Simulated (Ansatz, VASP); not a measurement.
**One calculation of WC, two programs**

File INCAR:

```
PREC = Accurate
ENCUT = 520
EDIFF = 1E-7
ISMEAR = 0
SIGMA = 0.15
LREAL = F
LASPH = T
NELM = 100
ALGO = Normal
ISIF = 2
LWAVE = F
LCHARG = F
GGA = PE
NBANDS = 16
```

KPOINTS

```
regular mesh
0
Gamma
  24 24 22
```

POSCAR

```
WC
1.0
    3.1555133836      0.0000000000      0.0000000000
   -1.5777566919      2.7327547522      0.0000000000
    0.0000000000      0.0000000000      2.7331928464
W C
1 1
Direct
    0.0000000000      0.0000000000      0.0000000000
    0.6666666667      0.3333333333      0.5000000000
```

Input for Ansatz:

```yaml
crystal:
  lattice:
    - [3.1555133836, 0.0, 0.0]
    - [-1.5777566919, 2.7327547522, 0.0]
    - [0.0, 0.0, 2.7331928464]
  atoms:
    - { symbol: W, position: [0.0, 0.0, 0.0] }
    - { symbol: C, position: [0.6666666667, 0.3333333333, 0.5] }
basis:
  ecutwfc: 420
kpoints:
  mp_grid: { grid: [24, 24, 22] }
hamiltonian:
  xc: pbe
scf:
  occupations: { method: gaussian, width: 0.15 }
output:
  forces: true
  stress: true
  eigenvalues: true
```

Change from the starting cell: strain +0.080 along x and y, -0.040 along z, atoms carried along.

Alike in both runs: task single point; functional PBE; k mesh 24 × 24 × 22; occupations gaussian, width 0.15 eV; no spin polarisation.

```csv
,VASP,Ansatz
version,VASP 6.6.1,Ansatz 0.2.0
potentials or method,"VASP PAW PBE potentials, release 64 (W_sv, C), cutoff 520 eV","scalar-relativistic, plane waves, PAW"
valence electrons in the cell,18,18
```

|  | VASP | Ansatz | Ansatz less VASP |
| --- | --- | --- | --- |
| gap on the k mesh at the Fermi level (eV) | none | none | - |
| pressure (GPa) | -26.2 | -26.9 | -0.71 |
| traceless stress, the component that is largest in VASP (GPa) | 40.55 | 40.31 | -0.244 |

A gap of «none» marks a metal or a gap that the smearing closes.

Spin-orbit coupling is off throughout.
